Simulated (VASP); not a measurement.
Crystal: LiF.

```
CELL_PARAMETERS angstrom
0.00000 1.99510 1.99510
1.99510 0.00000 1.99510
1.99510 1.99510 0.00000
ATOMIC_POSITIONS crystal
Li 0.00000 0.00000 0.00000
F 0.50000 0.50000 0.50000
```

Base run:

| Property | Result |
| --- | --- |
| Program | VASP 6.6.1 |
| Functional | r2SCAN |
| Potentials or basis | VASP PAW PBE potentials, release 64 (Li_sv, F) |
| Cutoff | 520 eV |
| k mesh | 10 × 10 × 10 |
| Occupations | gaussian, width 0.01 eV |
| Spin | no spin polarisation |

Its results: band gap on the k mesh 10.55 eV, direct.

**Question.** The run is repeated on the same cell with these changes: functional from r2SCAN to PBE; occupations from gaussian, width 0.01 eV to fermi-dirac, width 0.02 eV. What comes out?

**Answer.** Band gap on the k mesh 9.35 eV, direct.

A k mesh can miss the band edges.
